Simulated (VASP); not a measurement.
A run of VASP 6.6.1 is set up as follows.

File INCAR:

```
PREC     = Accurate       # precision mode
ENCUT    = 520            # plane-wave cutoff, eV
EDIFF    = 1E-6           # SCF threshold, eV
ISMEAR   = 0              # smearing method
SIGMA    = 0.1            # smearing width, eV
LREAL    = False          # projectors in reciprocal space
LASPH    = True           # aspherical terms in the spheres
NELM     = 150            # most SCF steps
ALGO     = Normal         # electronic algorithm
ISIF     = 2              # what is computed and relaxed
LWAVE    = False          # write WAVECAR
LCHARG   = False          # write CHGCAR
ISPIN    = 2              # spin polarisation
MAGMOM   = 0.17 0.17 1.87 1.87 # initial moments
LORBIT   = 11             # projections on sites
LMAXMIX  = 4              # l up to which the mixer works
GGA      = PE             # functional
NBANDS   = 28             # bands
```

The input KPOINTS:

```
Automatic mesh
0
Gamma
  6 6 4
```

File POSCAR:

```
LiV
1.0
    4.4964312011      0.0000000000      0.0000000000
   -2.2482156005      3.8940236465      0.0000000000
    0.0000000000      0.0000000000      5.2208452700
Li V
2 2
Direct
    0.3333333333      0.6666666667     -0.0591411162
    0.6666666667      0.3333333333      0.4408588838
    0.3333333333      0.6666666667      0.4412411162
    0.6666666667      0.3333333333      0.9412411162
```

Potentials or basis: VASP PAW PBE potentials, release 64 (Li_sv, V_sv).

Command:

```sh
$ cat potpaw_PBE.64/Li_sv/POTCAR potpaw_PBE.64/V_sv/POTCAR > POTCAR
$ mpirun -np 1 vasp_std > vasp.out
```

Q: Predict the net moment.

A: 8.12 μB per cell.

Q: What does it give for the site moments?

A: Li +0.06; V +3.00 μB.

Q: What does it give for the largest force?

A: 0.008 eV/Å.

Forces on the atoms (eV/Å):
```
Li   0.000  0.000  0.008
Li   0.000  0.000  0.008
V    0.000  0.000 -0.008
V    0.000  0.000 -0.008
```
